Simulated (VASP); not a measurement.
A run of VASP 6.6.1 is set up as follows.

Contents of INCAR:

```
PREC     = Accurate       # precision mode
ENCUT    = 520            # plane-wave cutoff, eV
EDIFF    = 1E-6           # SCF threshold, eV
ISMEAR   = 0              # smearing method
SIGMA    = 0.1            # smearing width, eV
LREAL    = False          # projectors in reciprocal space
LASPH    = True           # aspherical terms in the spheres
NELM     = 100            # most SCF steps
ALGO     = Normal         # electronic algorithm
ISIF     = 2              # what is computed and relaxed
LWAVE    = False          # write WAVECAR
LCHARG   = True           # write CHGCAR
GGA      = PE             # functional
LELF     = True           # ELF
LVHAR    = True         
NBANDS   = 30             # bands
```

Contents of KPOINTS:

```
Automatic mesh
0
Gamma
  4 4 4
```

File POSCAR:

```
BaHf3H2
1.0
    4.3393661280      0.0000000000      0.0000000000
    0.0000000000      4.3393661280      0.0000000000
    0.0000000000      0.0000000000      6.2787251210
Ba Hf H
1 3 2
Direct
    0.5000000000      0.5000000000      0.0000000000
    0.0000000000      0.0000000000      0.0000000000
    0.5000000000      0.5000000000      0.5000000000
    0.0000000000      0.0000000000      0.5000000000
    0.5000000000      0.0000000000      0.5000000000
    0.0000000000      0.5000000000      0.5000000000
```

Potentials or basis: VASP PAW PBE potentials, release 64 (Ba_sv, Hf_pv, H).

The run is started by

```bash
$ cat potpaw_PBE.64/Ba_sv/POTCAR potpaw_PBE.64/Hf_pv/POTCAR potpaw_PBE.64/H/POTCAR > POTCAR
$ mpirun -np 1 vasp_std > vasp.out
```

**Question.** Predict the band gap on the k mesh.

**Answer.** Zero (bands 21 and 22 overlap by 1.36 eV).

**Question.** Predict the pressure.

**Answer.** 0.2 GPa.

Stress tensor (GPa, compression positive):
```
0.16 0.00 0.00
0.00 0.16 0.00
0.00 0.00 0.24
```

Caveat: the k points lie up to 0.36 Å⁻¹ apart, too coarse for converged energies and pressures of a metal; spin-orbit coupling is left out, which moves the levels of the heavy elements.
